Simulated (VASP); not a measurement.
The system is CuO.

```
CELL_PARAMETERS angstrom
2.00415 -2.16781 0.00000
2.00415 2.16781 0.00000
0.00000 0.00000 5.19007
ATOMIC_POSITIONS crystal
Cu 0.50000 0.00000 0.00000
Cu 0.00000 0.50000 0.50000
O 0.50000 0.50000 0.25000
O 0.50000 0.50000 0.75000
```

Base run:

| Property | Result |
| --- | --- |
| Program | VASP 6.6.1 |
| Functional | LDA |
| Potentials or basis | VASP PAW LDA potentials, release 64 (Cu_sv_GW, O) |
| Cutoff | 820 eV |
| k mesh | 9 × 9 × 5 |
| Occupations | fermi-dirac, width 0.05 eV |
| Spin | no spin polarisation |

Its results: band gap on the k mesh zero (bands 25 and 26 overlap by 0.85 eV); pressure -15.1 GPa.

Task: The run is repeated on the same cell with these changes: functional from LDA to RPBE; potentials or basis from VASP PAW LDA potentials, release 64 (Cu_sv_GW, O) to VASP PAW PBE potentials, release 64 (Cu_sv_GW, O). What comes out?

Result: Band gap on the k mesh zero (bands 25 and 26 overlap by 0.83 eV); pressure 2.7 GPa.

Caveats: semilocal functionals often make such compounds metallic where correlation or magnetic order opens a gap, which also shifts bond lengths; the stress differs along the axes, from -18 to -12 GPa (at least some runs); the PAW data sets were made with another functional, which shifts forces and pressure a little (at least some runs).
